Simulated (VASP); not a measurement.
# WSe3 (Pm-3m) in VASP: notebook, part 2 of 2

VASP 6.6.1. The steps go on from the part before.

## (4) Single point, PBEsol (volume scaled by 0.98)

The input, INCAR:

```
SYSTEM = WSe3
  PREC = Accurate
  ENCUT = 520
  EDIFF = 1E-7
  ISMEAR = -1
  SIGMA = 0.15
  LREAL = .FALSE.
  LASPH = .TRUE.
  NELM = 80
  ALGO = Normal
  ISIF = 2
  LWAVE = .FALSE.
  LCHARG = .FALSE.
  GGA = PS
  NBANDS = 24
```

The input, KPOINTS:

```
Automatic mesh
0
G
  10 10 10
  0 0 0
```

The input, POSCAR:

```
WSe3
1.0
    4.8586091315      0.0000000000      0.0000000000
    0.0000000000      4.8586091315      0.0000000000
    0.0000000000      0.0000000000      4.8586091315
W Se
1 3
Direct
    0.0000000000      0.0000000000      0.0000000000
    0.0000000000      0.0000000000      0.5000000000
    0.0000000000      0.5000000000      0.0000000000
    0.5000000000      0.0000000000      0.0000000000
```

Launch:

```bash
$ cat potpaw_PBE.64/W_sv/POTCAR potpaw_PBE.64/Se/POTCAR > POTCAR
$ mpirun -np 1 vasp_std > vasp.out
```

It took 2.1 min on 1 thread of AMD EPYC 9R45 (Zen 5), shared host; peak memory 0.26 GiB.

It converged, with:

- Free energy: -24.4418 eV
- Pressure: 1.9 GPa
- Band gap on the k mesh: zero (band 16 reaches 3.16 eV, above the bottom of band 17 at 1.77 eV)

Levels at points of the mesh, in eV from the Fermi level:
| k point | band 13 | band 14 | band 15 | band 16 | band 17 | band 18 | band 19 | band 20 |
| --- | --- | --- | --- | --- | --- | --- | --- | --- |
| (0.00, 0.00, 0.00) | -1.70 | -1.13 | -1.13 | -1.13 | -0.38 | -0.38 | -0.38 | 0.74 |
| (0.50, 0.00, 0.00) | -2.55 | -1.67 | -1.61 | -0.63 | -0.63 | 0.76 | 1.60 | 1.60 |
| (0.50, 0.50, 0.00) | -3.09 | -2.05 | -2.05 | 0.51 | 1.33 | 1.53 | 1.62 | 1.62 |
| (0.50, 0.50, 0.50) | -5.04 | 0.53 | 0.53 | 0.53 | 1.61 | 1.61 | 1.61 | 3.97 |

Caveat: the cell differs from its parent crystal (volume scaled by 0.98); the PAW data sets were made with another functional, which shifts forces and pressure a little; spin-orbit coupling is left out, which moves the levels of the heavy elements.

## (5) Single point, PBEsol

This run uses another cell than the first one, of 29.21 Å³/atom, 1.083 times its volume.

The input, INCAR:

```
SYSTEM = WSe3
PREC = Accurate
ENCUT = 520
EDIFF = 1E-6
ISMEAR = 0
SIGMA = 0.1
LREAL = .FALSE.
LASPH = .TRUE.
NELM = 80
ALGO = Normal
ISIF = 2
LWAVE = .FALSE.
LCHARG = .TRUE.
GGA = PS
LELF = .TRUE.
LVHAR = .TRUE.
NBANDS = 24
```

KPOINTS is that of step 4.

The input, POSCAR:

```
WSe3
1.0
    4.8886940902      0.0000000000      0.0000000000
    0.0000000000      4.8886940902      0.0000000000
    0.0000000000      0.0000000000      4.8886940902
W Se
1 3
Direct
    0.0000000000      0.0000000000      0.0000000000
    0.0000000000      0.0000000000      0.5000000000
    0.0000000000      0.5000000000      0.0000000000
    0.5000000000      0.0000000000      0.0000000000
```

Potentials or basis: VASP PAW PBE potentials, release 64 (W_sv, Se).

Launch:

```bash
$ cat potpaw_PBE.64/W_sv/POTCAR potpaw_PBE.64/Se/POTCAR > POTCAR
$ mpirun -np 1 vasp_std > vasp.out
```

OUTCAR:

```text
SYSTEM = WSe3
   PREC = Accurate
   ENCUT = 520
   EDIFF = 1E-6
   ISMEAR = 0
   LREAL = .FALSE.
   LASPH = .TRUE.
   NELM = 80
   ISIF = 2
   GGA = PS

 ion  position               nearest neighbor table
   1  0.000  0.000  0.000-   2 2.44   3 2.44   4 2.44   2 2.44   3 2.44   4 2.44
   2  0.000  0.000  0.500-   1 2.44   1 2.44
   3  0.000  0.500  0.000-   1 2.44   1 2.44
   4  0.500  0.000  0.000-   1 2.44   1 2.44

  LATTYP: Found a simple cubic cell.
 ALAT       =     4.8886940902

[... 844 lines left out ...]
  Direction    XX          YY          ZZ          XY          YZ          ZX
  --------------------------------------------------------------------------------------
  -------------------------------------------------------------------------------------
  Total        0.1107659      0.1107659      0.1107659     -0.0000000      0.0000000     -0.0000000
  in kB        1.5189305      1.5189305      1.5189305     -0.0000000      0.0000000     -0.0000000
  external PRESSURE =       1.5189305 kB  Pullay stress =       0.0000000 kB

 VOLUME and BASIS-vectors are now :
 -----------------------------------------------------------------------------
  energy-cutoff  :      520.00
  volume of cell :      116.84
      direct lattice vectors                 reciprocal lattice vectors
     4.888694090  0.000000000  0.000000000     0.204553605  0.000000000  0.000000000
     0.000000000  4.888694090  0.000000000     0.000000000  0.204553605  0.000000000
     0.000000000  0.000000000  4.888694090     0.000000000  0.000000000  0.204553605

 POSITION                                       TOTAL-FORCE (eV/Angst)
 -----------------------------------------------------------------------------------
      0.00000      0.00000      0.00000         0.000000      0.000000      0.000000
      0.00000      0.00000      2.44435         0.000000      0.000000      0.000000
      0.00000      2.44435      0.00000         0.000000      0.000000      0.000000
      2.44435      0.00000      0.00000         0.000000      0.000000      0.000000
 -----------------------------------------------------------------------------------
    total drift:                               -0.000000     -0.000000     -0.000000

  FREE ENERGIE OF THE ION-ELECTRON SYSTEM (eV)
  ---------------------------------------------------
  free  energy   TOTEN  =       -24.3693557115 eV

  energy  without entropy=      -24.3632513878  energy(sigma->0) =      -24.36630355
```

stdout:

```text
POSCAR found type information on POSCAR W Se
 POSCAR found :  2 types and       4 ions
 scaLAPACK will be used
 -----------------------------------------------------------------------------
|                                                                             |
|                                                                             |
|     You enforced a specific xc type in the INCAR file but a different       |
|     I HOPE YOU KNOW WHAT YOU ARE DOING!                                     |
|                                                                             |
 -----------------------------------------------------------------------------

 LDA part: xc-table for (Slater+PW92), standard interpolation
 POSCAR, INCAR and KPOINTS ok, starting setup
 FFT: planning ... GRIDC
 FFT: planning ... GRID_SOFT
 FFT: planning ... GRID
 WAVECAR not read
 entering main loop
```

Run time: 2.3 min. Hardware: 1 thread of AMD EPYC 9R45 (Zen 5), shared host; peak memory 0.26 GiB.

Results:

```yaml
Free_energy: -24.3694 eV
Pressure: 0.2 GPa
Band_gap_on_the_k_mesh: zero (band 16 reaches 2.98 eV, above the bottom of band 17 at 1.62 eV)
```

Caveat: the PAW data sets were made with another functional, which shifts forces and pressure a little; spin-orbit coupling is left out, which moves the levels of the heavy elements.

## (6) Summary

| task | cell | k mesh | cutoff (eV) | smearing | gap on the mesh (eV) | pressure (GPa) |
| --- | --- | --- | --- | --- | --- | --- |
| single point | a = 4.761 Å, 4 atoms | 10 × 10 × 10 | 520 | fermi-dirac 0.15 eV | none | 8.3 |
| relaxation of cell and atoms | relaxed from a = 5.176 Å, 4 atoms | 4 × 4 × 4 | 600 | gaussian 0.1 eV | none | -0.1 |
| single point | a = 4.859 Å, 4 atoms | 10 × 10 × 10 | 520 | fermi-dirac 0.15 eV | none | 1.9 |
| single point | a = 4.889 Å, 4 atoms | 10 × 10 × 10 | 520 | gaussian 0.1 eV | none | 0.2 |

Alike in all rows: level PBEsol; potentials or basis VASP PAW PBE potentials, release 64 (W_sv, Se); no spin polarisation.

Caveats: the PAW data sets were made with another functional, which shifts forces and pressure a little; spin-orbit coupling is left out, which moves the levels of the heavy elements; the volume moved by over 15 % at a fixed basis, so the end points are rough (some runs).

Absolute energies hang on the potentials; compare differences alone.
